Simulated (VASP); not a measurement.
# BeCdTe4: single point with PBE

Crystal: BeCdTe4.

```
CELL_PARAMETERS angstrom
0.00000 4.51096 4.51096
4.51096 0.00000 4.51096
4.51096 4.51096 0.00000
ATOMIC_POSITIONS crystal
Be 0.00000 0.00000 0.00000
Cd 0.75000 0.75000 0.75000
Te 0.87489 0.37504 0.37504
Te 0.37504 0.37504 0.37504
Te 0.37504 0.87489 0.37504
Te 0.37504 0.37504 0.87489
```

The cell was built from a structure type or drawn by symmetry, and may not be a known phase.

```yaml
Program: VASP 6.6.1
Task: single point
Functional: PBE
Potentials_or_basis: VASP PAW PBE potentials, release 64 (Be, Cd, Te)
Cutoff: 520 eV
k_mesh: 8 × 8 × 8
Occupations: gaussian, width 0.1 eV
Spin: no spin polarisation
```

| Item | Value |
| --- | --- |
| Pressure | 0.0 GPa |
| Band gap on the k mesh | zero (bands 19 and 20 overlap by 1.27 eV) |

Levels at points of the mesh, in eV from the Fermi level:
| k point | band 16 | band 17 | band 18 | band 19 | band 20 | band 21 | band 22 | band 23 |
| --- | --- | --- | --- | --- | --- | --- | --- | --- |
| (0.00, 0.00, 0.00) | -2.72 | -0.22 | 0.89 | 0.89 | 0.89 | 1.39 | 1.39 | 1.39 |
| (0.50, 0.00, 0.00) | -2.14 | -1.81 | -1.81 | -1.57 | 0.12 | 1.45 | 2.06 | 2.06 |
| (0.50, 0.50, 0.00) | -1.99 | -1.99 | -1.62 | -1.53 | 0.05 | 0.21 | 2.09 | 2.09 |

It took 61 s on 1 thread of Intel(R) Xeon(R) 6975P-C (Granite Rapids) (shared host), peak memory 0.4 GiB.

Caveat: spin-orbit coupling is left out, which moves the levels of the heavy elements.
